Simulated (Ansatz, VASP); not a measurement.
**Si2C3 in VASP and in Ansatz**

```
CELL_PARAMETERS angstrom
2.77438 0.00000 0.00000
-1.38719 2.40268 0.00000
0.00000 0.00000 13.90807
ATOMIC_POSITIONS crystal
Si 0.33333 0.66667 0.00000
Si 0.33333 0.66667 0.35025
Si 0.33333 0.66667 0.64975
Si 0.66667 0.33333 0.50000
C 0.33333 0.66667 0.14098
C 0.33333 0.66667 0.85902
C 0.66667 0.33333 0.17732
C 0.66667 0.33333 0.28834
C 0.66667 0.33333 0.71166
C 0.66667 0.33333 0.82268
```

Alike in both runs: functional PBE; k mesh 18 × 18 × 4; occupations gaussian, width 0.1 eV; no spin polarisation.

Ansatz relaxed the structure, and its values are those at the end. VASP's run is a single point on that final structure, the one shown.

|  | VASP | Ansatz |
| --- | --- | --- |
| version | VASP 6.6.1 | Ansatz 0.2.0 |
| potentials or method | VASP PAW PBE potentials, release 64 (Si, C), cutoff 520 eV | scalar-relativistic, plane waves, PAW |
| valence electrons in the cell | 40 | 40 |

```csv
,VASP,Ansatz,Ansatz less VASP
gap on the k mesh at the Fermi level (eV),none,none,-
pressure (GPa),0.0,0.0,-0.04
rms of the force components (eV/Å),0.008,0.001,-0.0074
```

A gap of «none» marks a metal or a gap that the smearing closes.
